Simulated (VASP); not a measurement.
# Li3ClO (P4mm) in VASP: notebook, part 2 of 2

VASP 6.6.1. Earlier steps stand in the parts before.

### 3 Single point, LDA (all Cl atoms moved +0.225 Å, as atom 4 along Cartesian [1 0 0])

The input, INCAR:

```
PREC = Accurate
ENCUT = 520
EDIFF = 1E-6
ISMEAR = 0
SIGMA = 0.05
LREAL = F
LASPH = T
NELM = 100
ALGO = Normal
ISIF = 2
LWAVE = F
LCHARG = T
GGA = CA
LELF = T
LVHAR = T
NBANDS = 19
```

The input, KPOINTS:

```
regular mesh
0
Gamma
  6 6 6
```

The input, POSCAR:

```
Li3ClO
1.0
    3.9083370000      0.0000000000      0.0000000000
    0.0000000000      3.9083370000      0.0000000000
    0.0000000000      0.0000000000      3.9083370000
Li Cl O
3 1 1
Direct
    0.0000000000      0.5000000000      0.5000000000
    0.5000000000      0.0000000000      0.5000000000
    0.5000000000      0.5000000000      0.0000000000
    0.0575692424      0.0000000000      0.0000000000
    0.5000000000      0.5000000000      0.5000000000
```

Potentials or basis: VASP PAW LDA potentials, release 64 (Li_sv, Cl, O).

On the command line:

```bash
> cat potpaw_LDA.64/Li_sv/POTCAR potpaw_LDA.64/Cl/POTCAR potpaw_LDA.64/O/POTCAR > POTCAR
> mpirun -np 1 vasp_std > vasp.out
```

OUTCAR:

```text
PREC = Accurate
   ENCUT = 520
   EDIFF = 1E-6
   ISMEAR = 0
   LREAL = F
   LASPH = T
   NELM = 100
   ISIF = 2
   GGA = CA

 ion  position               nearest neighbor table
   1  0.000  0.500  0.500-   5 1.95   5 1.95
   2  0.500  0.000  0.500-   5 1.95   5 1.95   4 2.61   4 2.61
   3  0.500  0.500  0.000-   5 1.95   5 1.95   4 2.61   4 2.61
   4  0.058  0.000  0.000-   2 2.61   3 2.61   2 2.61   3 2.61
[... 733 lines left out ...]
  --------------------------------------------------------------------------------------
  -------------------------------------------------------------------------------------
  Total       -1.9539712     -1.8916515     -1.8916515      0.0000000      0.0000000      0.0000000
  in kB      -52.4387977    -50.7663232    -50.7663232      0.0000000      0.0000000      0.0000000
  external PRESSURE =     -51.3238147 kB  Pullay stress =       0.0000000 kB

 VOLUME and BASIS-vectors are now :
 -----------------------------------------------------------------------------
  energy-cutoff  :      520.00
  volume of cell :       59.70
      direct lattice vectors                 reciprocal lattice vectors
     3.908337000  0.000000000  0.000000000     0.255863299  0.000000000  0.000000000
     0.000000000  3.908337000  0.000000000     0.000000000  0.255863299  0.000000000
     0.000000000  0.000000000  3.908337000     0.000000000  0.000000000  0.255863299

 POSITION                                       TOTAL-FORCE (eV/Angst)
 -----------------------------------------------------------------------------------
      0.00000      1.95417      1.95417         0.066757     -0.000000      0.000000
      1.95417      0.00000      1.95417        -0.085145     -0.000000      0.000000
      1.95417      1.95417      0.00000        -0.085145     -0.000000      0.000000
      0.22500      0.00000      0.00000        -0.332953      0.000000     -0.000000
      1.95417      1.95417      1.95417         0.436486     -0.000000      0.000000
 -----------------------------------------------------------------------------------
    total drift:                               -0.000158      0.000000      0.000000

  FREE ENERGIE OF THE ION-ELECTRON SYSTEM (eV)
  ---------------------------------------------------
  free  energy   TOTEN  =       -23.5914790141 eV

  energy  without entropy=      -23.5914790141  energy(sigma->0) =      -23.59147901
```

stdout:

```text
POSCAR found type information on POSCAR LiClO
 POSCAR found :  3 types and       5 ions
 scaLAPACK will be used
 LDA part: xc-table for (Slater(with rela. corr.)+CA(PZ))
 , standard interpolation
 POSCAR, INCAR and KPOINTS ok, starting setup
 FFT: planning ... GRIDC
 FFT: planning ... GRID_SOFT
 FFT: planning ... GRID
 WAVECAR not read
 entering main loop
```

Run time: 64 s. Hardware: 1 thread of AMD EPYC 7R13, shared host; peak memory 0.14 GiB.

Results:

```
Free energy            : -23.5915 eV
Largest force          : 0.436 eV/Å
Band gap on the k mesh : 4.52 eV (least direct gap 4.61 eV)
```

Forces in eV/Å, atoms in the order of the input:
```
Li   0.067  0.000  0.000
Li  -0.085  0.000  0.000
Li  -0.085  0.000  0.000
Cl  -0.333  0.000  0.000
O    0.436  0.000  0.000
```

Levels at points of the mesh, in eV from the valence-band top:
| k point | band 9 | band 10 | band 11 | band 12 | band 13 | band 14 |
| --- | --- | --- | --- | --- | --- | --- |
| (0.00, 0.00, 0.00) | -0.61 | -0.51 | -0.51 | 4.52 | 6.88 | 6.90 |
| (0.50, 0.00, 0.00) | -1.07 | -1.07 | -1.02 | 6.26 | 6.35 | 8.64 |
| (0.00, 0.50, 0.00) | -1.14 | -1.11 | -0.99 | 6.17 | 6.36 | 8.18 |
| (0.50, 0.50, 0.00) | -0.94 | -0.03 | -0.02 | 4.59 | 6.55 | 7.75 |
| (0.00, 0.50, 0.50) | -0.94 | 0.00 | 0.00 | 4.71 | 6.65 | 7.58 |
| (0.50, 0.50, 0.50) | -0.75 | -0.71 | -0.71 | 7.70 | 7.70 | 8.55 |

Caveat: the cell differs from its parent crystal (all Cl atoms moved +0.225 Å, as atom 4 along Cartesian [1 0 0]); the cutoff is under 1.25 times the usual one of these potentials, so pressure, stress and relaxed cells hold a basis-set (Pulay) error.

### 4 Single point, LDA (all Cl atoms moved -0.150 Å, as atom 4 along Cartesian [1 0 0])

The input, INCAR:

```
SYSTEM = Li3ClO
  PREC = Accurate
  ENCUT = 520
  EDIFF = 1E-6
  ISMEAR = 0
  SIGMA = 0.05
  LREAL = .False.
  LASPH = .True.
  NELM = 60
  ALGO = Normal
  ISIF = 2
  LWAVE = .False.
  LCHARG = .False.
  GGA = CA
  NBANDS = 19
```

The input, KPOINTS:

```
Automatic mesh
0
Gamma
  6 6 6
  0 0 0
```

Edit POSCAR of step 3 so:

```diff
@@ -11,3 +11,3 @@
     0.5000000000      0.5000000000      0.0000000000
-    0.0575692424      0.0000000000      0.0000000000
+   -0.0383794949      0.0000000000      0.0000000000
     0.5000000000      0.5000000000      0.5000000000
```

On the command line:

```bash
> cat potpaw_LDA.64/Li_sv/POTCAR potpaw_LDA.64/Cl/POTCAR potpaw_LDA.64/O/POTCAR > POTCAR
> mpirun -np 1 vasp_std > vasp.out
```

It took 71 s on 1 thread of AMD EPYC 7R13, shared host; peak memory 0.14 GiB.

Results (log left out):

| Quantity | Value |
| --- | --- |
| Free energy | -23.6120 eV |
| Largest force | 0.293 eV/Å |
| Band gap on the k mesh | 4.56 eV (least direct gap 4.61 eV) |

Forces on the atoms (eV/Å):
```
Li  -0.045  0.000  0.000
Li   0.061  0.000  0.000
Li   0.061  0.000  0.000
Cl   0.217  0.000  0.000
O   -0.293  0.000  0.000
```

Levels at points of the mesh, in eV from the valence-band top:
| k point | band 9 | band 10 | band 11 | band 12 | band 13 | band 14 |
| --- | --- | --- | --- | --- | --- | --- |
| (0.00, 0.00, 0.00) | -0.56 | -0.51 | -0.51 | 4.56 | 6.89 | 6.91 |
| (0.50, 0.00, 0.00) | -1.10 | -1.10 | -1.01 | 6.28 | 6.36 | 8.72 |
| (0.00, 0.50, 0.00) | -1.13 | -1.12 | -1.00 | 6.24 | 6.35 | 8.40 |
| (0.50, 0.50, 0.00) | -0.93 | -0.01 | -0.01 | 4.60 | 6.61 | 7.75 |
| (0.00, 0.50, 0.50) | -0.93 | 0.00 | 0.00 | 4.65 | 6.66 | 7.66 |
| (0.50, 0.50, 0.50) | -0.73 | -0.72 | -0.72 | 7.98 | 7.98 | 8.50 |

Caveat: the cell differs from its parent crystal (all Cl atoms moved -0.150 Å, as atom 4 along Cartesian [1 0 0]); the cutoff is under 1.25 times the usual one of these potentials, so pressure, stress and relaxed cells hold a basis-set (Pulay) error. A k mesh can miss the band edges.

### 5 Single point, LDA (all Cl atoms moved +0.263 Å, as atom 4 along Cartesian [1 0 0])

The input, INCAR:

```
ALGO = Normal
EDIFF = 1E-6
ENCUT = 520
GGA = CA
ISIF = 2
ISMEAR = 0
LASPH = T
LCHARG = F
LREAL = F
LWAVE = F
NBANDS = 19
NELM = 60
PREC = Accurate
SIGMA = 0.05
```

The input, KPOINTS:

```
k-points
0
Gamma
  6 6 6
```

Edit POSCAR of step 4 so:

```diff
@@ -11,3 +11,3 @@
     0.5000000000      0.5000000000      0.0000000000
-   -0.0383794949      0.0000000000      0.0000000000
+    0.0671641161      0.0000000000      0.0000000000
     0.5000000000      0.5000000000      0.5000000000
```

On the command line:

```bash
> cat potpaw_LDA.64/Li_sv/POTCAR potpaw_LDA.64/Cl/POTCAR potpaw_LDA.64/O/POTCAR > POTCAR
> mpirun -np 1 vasp_std > vasp.out
```

Wall time 66 s (1 thread of AMD EPYC 7R13, shared host); peak memory 0.14 GiB.

Results (log left out):

```
Free energy            : -23.5778 eV
Largest force          : 0.507 eV/Å
Band gap on the k mesh : 4.50 eV (least direct gap 4.61 eV)
```

Forces in eV/Å, atoms in the order of the input:
```
Li   0.078  0.000  0.000
Li  -0.095  0.000  0.000
Li  -0.095  0.000  0.000
Cl  -0.394  0.000  0.000
O    0.507  0.000  0.000
```

Levels at points of the mesh, in eV from the valence-band top:
```
           k point  band 9  band 10  band 11  band 12  band 13  band 14
(0.00, 0.00, 0.00)   -0.64    -0.51    -0.51     4.50     6.87     6.90
(0.50, 0.00, 0.00)   -1.05    -1.05    -1.03     6.25     6.35     8.60
(0.00, 0.50, 0.00)   -1.15    -1.11    -0.99     6.13     6.36     8.07
(0.50, 0.50, 0.00)   -0.95    -0.04    -0.03     4.58     6.52     7.76
(0.00, 0.50, 0.50)   -0.95     0.00     0.00     4.74     6.65     7.53
(0.50, 0.50, 0.50)   -0.76    -0.70    -0.70     7.56     7.56     8.58
```

Caveat: the cell differs from its parent crystal (all Cl atoms moved +0.263 Å, as atom 4 along Cartesian [1 0 0]); the cutoff is under 1.25 times the usual one of these potentials, so pressure, stress and relaxed cells hold a basis-set (Pulay) error. A k mesh can miss the band edges.

### 6 Single point, LDA (all Cl atoms moved +0.188 Å, as atom 4 along Cartesian [1 0 0])

The input, INCAR:

```
PREC = Accurate ; ENCUT = 520
EDIFF = 1E-6 ; ISMEAR = 0
SIGMA = 0.05 ; LREAL = F
LASPH = T ; NELM = 100
ALGO = Normal ; ISIF = 2
LWAVE = F ; LCHARG = T
GGA = CA ; LELF = T
LVHAR = T ; NBANDS = 19
```

The input, KPOINTS:

```
regular mesh
0
Gamma
  6 6 6
```

Edit POSCAR of step 5 so:

```diff
@@ -11,3 +11,3 @@
     0.5000000000      0.5000000000      0.0000000000
-    0.0671641161      0.0000000000      0.0000000000
+    0.0479743686      0.0000000000      0.0000000000
     0.5000000000      0.5000000000      0.5000000000
```

Potentials or basis: VASP PAW LDA potentials, release 64 (Li_sv, Cl, O).

On the command line:

```bash
> cat potpaw_LDA.64/Li_sv/POTCAR potpaw_LDA.64/Cl/POTCAR potpaw_LDA.64/O/POTCAR > POTCAR
> mpirun -np 1 vasp_std > vasp.out
```

OUTCAR:

```text
PREC = Accurate
   ENCUT = 520
   EDIFF = 1E-6
   ISMEAR = 0
   LREAL = F
   LASPH = T
   NELM = 100
   ISIF = 2
   GGA = CA

 ion  position               nearest neighbor table
   1  0.000  0.500  0.500-   5 1.95   5 1.95
   2  0.500  0.000  0.500-   5 1.95   5 1.95   4 2.63   4 2.63
   3  0.500  0.500  0.000-   5 1.95   5 1.95   4 2.63   4 2.63
   4  0.048  0.000  0.000-   2 2.63   3 2.63   2 2.63   3 2.63
   5  0.500  0.500  0.500-   1 1.95   2 1.95   3 1.95   3 1.95   2 1.95   1 1.95

  LATTYP: Found a simple cubic cell.
 ALAT       =     3.9083370000

  Lattice vectors:

 A1 = (   3.9083370000,   0.0000000000,   0.0000000000)
 A2 = (   0.0000000000,   3.9083370000,   0.0000000000)
 A3 = (   0.0000000000,   0.0000000000,   3.9083370000)

Analysis of symmetry for initial positions (statically):
=====================================================================
 Subroutine PRICEL returns:
 Original cell was already a primitive cell.

 Routine SETGRP: Setting up the symmetry group for a
 simple cubic supercell.

 Subroutine GETGRP returns: Found  8 space group operations
 (whereof  8 operations were pure point group operations)
 out of a pool of 48 trial point group operations.

The static configuration has the point symmetry C_4v.

Analysis of symmetry for dynamics (positions and initial velocities):
=====================================================================
 Subroutine PRICEL returns:
 Original cell was already a primitive cell.

 Routine SETGRP: Setting up the symmetry group for a
 simple cubic supercell.

 Subroutine GETGRP returns: Found  8 space group operations
 (whereof  8 operations were pure point group operations)
 out of a pool of 48 trial point group operations.

The dynamic configuration has the point symmetry C_4v.

 Subroutine INISYM returns: Found  8 space group operations
[... 123 lines left out ...]
     AMIX_MAG =   1.60;   BMIX_MAG =  1.00
  volume/ion in A,a.u.               =      11.94        80.58
  Fermi-wavevector in a.u.,A,eV,Ry     =   1.173700  2.217971 18.742996  1.377571
  Thomas-Fermi vector in A             =   2.310109
   LORBIT       =      0    0 simple, 1 ext, 2 COOP (PROOUT), +10 PAW based schemes
   GGA     = CA    functional components
   LHFCALC =     F    Hartree Fock is set to
   AEXX    =    0.0000 exact exchange contribution
   IVDW    =     0    specifies the selected vdW correction
   LEPSILON=     F    determine dielectric tensor
   LRPA    =     F    only Hartree local field effects (RPA)
 non-spin polarized calculation
 Gauss-broadening in eV      SIGMA  =   0.05
  energy-cutoff  :      520.00
  volume of cell :       59.70
 maximum number of plane-waves:      1640
 NGX is ok and might be reduce to    30
   NGX = 15   NGY = 15   NGZ = 15

 number of electron      21.9999977 magnetization

 Free energy of the ion-electron system (eV)
  ---------------------------------------------------
  ext. energy  EPLUGINS =         0.00000000
  ---------------------------------------------------
  free energy    TOTEN  =       -23.60284501 eV

  energy without entropy =      -23.60284501  energy(sigma->0) =      -23.60284501

 E-fermi :   1.8796     XC(G=0):  -9.5392

 val. band max:        1.5251927143   @ k =   0.0000   0.5000   0.5000
 cond. band min:       6.0700134841   @ k =   0.0000   0.0000   0.0000
 fundamental gap:      4.5448207698
 Fermi energy:         1.8796226220

 k-point     1 :       0.0000    0.0000    0.0000
  band No.  band energies     occupation
      1     -40.9411      2.00000
      2     -40.8714      2.00000
      3     -40.8556      2.00000
      4     -13.3451      2.00000
      5     -12.4476      2.00000
      6      -1.4587      2.00000
[... 505 lines left out ...]
      6      -1.9763      2.00000
[... 11 lines left out ...]
     18      13.3954      0.00000
     19      14.1366      0.00000

 [... further k-points ...]

------------------------ aborting loop because EDIFF is reached ----------------------------------------

  FORCE on cell =-STRESS in cart. coord.  units (eV):
  Direction    XX          YY          ZZ          XY          YZ          ZX
  --------------------------------------------------------------------------------------
  -------------------------------------------------------------------------------------
  Total       -1.9856187     -1.9434210     -1.9434210      0.0000000     -0.0000000      0.0000000
  in kB      -53.2881236    -52.1556625    -52.1556625      0.0000000     -0.0000000      0.0000000
  external PRESSURE =     -52.5331495 kB  Pullay stress =       0.0000000 kB

 VOLUME and BASIS-vectors are now :
 -----------------------------------------------------------------------------
  energy-cutoff  :      520.00
  volume of cell :       59.70
      direct lattice vectors                 reciprocal lattice vectors
     3.908337000  0.000000000  0.000000000     0.255863299  0.000000000  0.000000000
     0.000000000  3.908337000  0.000000000     0.000000000  0.255863299  0.000000000
     0.000000000  0.000000000  3.908337000     0.000000000  0.000000000  0.255863299

 POSITION                                       TOTAL-FORCE (eV/Angst)
 -----------------------------------------------------------------------------------
      0.00000      1.95417      1.95417         0.055859      0.000000      0.000000
      1.95417      0.00000      1.95417        -0.073493      0.000000      0.000000
      1.95417      1.95417      0.00000        -0.073493     -0.000000      0.000000
      0.18750      0.00000      0.00000        -0.274018      0.000000     -0.000000
      1.95417      1.95417      1.95417         0.365146     -0.000000      0.000000
 -----------------------------------------------------------------------------------
    total drift:                               -0.000285      0.000000     -0.000000

  FREE ENERGIE OF THE ION-ELECTRON SYSTEM (eV)
  ---------------------------------------------------
  free  energy   TOTEN  =       -23.6028450145 eV

  energy  without entropy=      -23.6028450145  energy(sigma->0) =      -23.60284501
```

OSZICAR:

```text
N       E                     dE             d eps       ncg     rms          rms(c)
DAV:   1     0.125369679451E+03    0.12537E+03   -0.10396E+04  1520   0.120E+03
DAV:   2    -0.119589733556E+02   -0.13733E+03   -0.13254E+03  1796   0.286E+02
DAV:   3    -0.271625423884E+02   -0.15204E+02   -0.15113E+02  2869   0.687E+01
DAV:   4    -0.274951034303E+02   -0.33256E+00   -0.33201E+00  2034   0.131E+01
DAV:   5    -0.275058141615E+02   -0.10711E-01   -0.10710E-01  2355   0.179E+00    0.984E+00
DAV:   6    -0.238373779063E+02    0.36684E+01   -0.10101E+01  1701   0.202E+01    0.400E+00
DAV:   7    -0.237331575291E+02    0.10422E+00   -0.10955E+00  1831   0.490E+00    0.278E+00
DAV:   8    -0.236196648705E+02    0.11349E+00   -0.41802E-01  1706   0.390E+00    0.867E-01
DAV:   9    -0.236025374667E+02    0.17127E-01   -0.11058E-01  1987   0.159E+00    0.292E-01
DAV:  10    -0.236036253074E+02   -0.10878E-02   -0.14681E-02  1943   0.632E-01    0.122E-01
DAV:  11    -0.236028330304E+02    0.79228E-03   -0.29504E-03  1952   0.281E-01    0.248E-02
DAV:  12    -0.236028479572E+02   -0.14927E-04   -0.24558E-04  1941   0.865E-02    0.217E-02
DAV:  13    -0.236028450345E+02    0.29227E-05   -0.29966E-05  1911   0.275E-02    0.930E-03
DAV:  14    -0.236028450145E+02    0.20013E-07   -0.13585E-06  1344   0.719E-03
   1 F= -.23602845E+02 E0= -.23602845E+02  d E =-.397588E-25
```

Run time: 72 s. Hardware: 1 thread of AMD EPYC 7R13, shared host; peak memory 0.14 GiB.

Results:

- Free energy: -23.6028 eV
- Largest force: 0.365 eV/Å
- Band gap on the k mesh: 4.54 eV (least direct gap 4.61 eV)

Forces on the atoms (eV/Å):
```
Li   0.056  0.000  0.000
Li  -0.073  0.000  0.000
Li  -0.073  0.000  0.000
Cl  -0.274  0.000  0.000
O    0.365  0.000  0.000
```

Levels at points of the mesh, in eV from the valence-band top:
```tsv
k point	band 7	band 8	band 9	band 10	band 11	band 12	band 13	band 14	band 15	band 16
(0.00, 0.00, 0.00)	-2.98	-2.93	-0.58	-0.51	-0.51	4.54	6.89	6.90	11.32	11.32
(0.50, 0.00, 0.00)	-2.38	-2.38	-1.08	-1.08	-1.02	6.27	6.36	8.68	8.68	8.88
(0.00, 0.50, 0.00)	-2.34	-2.34	-1.14	-1.12	-0.99	6.21	6.36	8.29	8.80	9.51
(0.50, 0.50, 0.00)	-3.90	-2.13	-0.93	-0.02	-0.02	4.59	6.58	7.75	7.75	10.06
(0.00, 0.50, 0.50)	-3.91	-2.13	-0.94	0.00	0.00	4.68	6.66	7.63	7.63	10.22
(0.50, 0.50, 0.50)	-3.57	-3.56	-0.74	-0.71	-0.71	7.84	7.84	8.52	8.68	9.35
```

Caveat: the cell differs from its parent crystal (all Cl atoms moved +0.188 Å, as atom 4 along Cartesian [1 0 0]); the cutoff is under 1.25 times the usual one of these potentials, so pressure, stress and relaxed cells hold a basis-set (Pulay) error. A k mesh can miss the band edges.

### 7 Overview

| cell | gap on the mesh (eV) | largest force (eV/Å) |
| --- | --- | --- |
| as given, atomic positions A | 4.47 | 0.58 |
| as given, atomic positions B | 4.52 | 0.44 |
| as given, atomic positions C | 4.56 | 0.29 |
| as given, atomic positions D | 4.50 | 0.51 |
| as given, atomic positions E | 4.54 | 0.37 |

Alike in all rows: task single point; level LDA; potentials or basis VASP PAW LDA potentials, release 64 (Li_sv, Cl, O); no spin polarisation; k mesh 6 × 6 × 6; cutoff (eV) 520; smearing gaussian 0.05 eV.

Caveats: the cutoff is under 1.25 times the usual one of these potentials, so pressure, stress and relaxed cells hold a basis-set (Pulay) error.

Absolute energies hang on the potentials; compare differences alone.
